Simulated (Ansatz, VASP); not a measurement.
Tl: VASP beside Ansatz

```
Tl
1.0
     3.27254    0.00000    0.00000
     0.00000    3.27254    0.00000
     0.00000    0.00000    3.27254
Tl
1
Direct
  0.00000 0.00000 0.00000
```

Change from the starting cell: volume scaled by 1.02, PAW files.

Alike in both runs: task electric field gradients; functional PBE; k mesh 13 × 13 × 13; occupations fermi-dirac, width 0.08 eV; no spin polarisation.

|  | VASP | Ansatz |
| --- | --- | --- |
| version | VASP 6.6.1 | Ansatz 0.2.0 |
| potentials or method | VASP PAW PBE potentials, release 64 (Tl_d) | PAW with Ansatz's default frozen-core files, scalar-relativistic |
| plane-wave cutoff (eV) | 520 | 420 |
| valence electrons in the cell | 13 | 13 |

|  | VASP | Ansatz | Ansatz less VASP |
| --- | --- | --- | --- |
| pressure (GPa) | -0.4 | -0.4 | +0.05 |

With one functional, cell and mesh, what is left measures potentials, basis and numerics.

Spin-orbit coupling is off throughout.
